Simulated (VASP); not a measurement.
Set up this calculation in VASP 6.6.1, as the native input.

| Property | Result |
| --- | --- |
| Task | single point |
| Functional | PBEsol |
| Potentials or basis | VASP PAW PBE potentials, release 64 (Cu) |
| Cutoff | 520 eV |
| k mesh | 20 × 20 × 18 |
| Occupations | gaussian, width 0.15 eV |
| Spin | no spin polarisation |
| Dipole correction | no |
| Further INCAR settings | ALGO = Normal; EDIFF = 1e-06; NBANDS = 18 |

The structure of Cu lies in POSCAR:

```
Cu
1.0
    1.2146947347     -3.9594664907      0.0000000000
    1.2146947347      3.9594664907      0.0000000000
    0.0000000000      0.0000000000      2.4675572805
Cu
2
Direct
    0.1338543804      0.8661456196      0.2500000000
    0.8661456196      0.1338543804      0.7500000000
```

These files were run (other wordings do the same):

INCAR

```
PREC = Accurate
ENCUT = 520
EDIFF = 1E-6
ISMEAR = 0
SIGMA = 0.15
LREAL = F
LASPH = T
NELM = 80
ALGO = Normal
ISIF = 2
LWAVE = F
LCHARG = F
GGA = PS
NBANDS = 18
```

KPOINTS

```
Automatic mesh
0
Gamma
  20 20 18
```

Potentials or basis: VASP PAW PBE potentials, release 64 (Cu).

Run with:

```bash
$ cat potpaw_PBE.64/Cu/POTCAR > POTCAR
$ mpirun -np 1 vasp_std > vasp.out
```

Results of the run:

```yaml
Pressure: 0.8 GPa
Largest_force: 0.005 eV/Å
Band_gap_on_the_k_mesh: zero (bands 11 and 12 overlap by 5.64 eV)
```

Caveat: the PAW data sets were made with another functional, which shifts forces and pressure a little.

It took 5.2 min on 1 thread of Intel(R) Xeon(R) Platinum 8259CL CPU @ 2.50GHz (Skylake/Cascade Lake), on a shared host, peak memory 0.48 GiB.
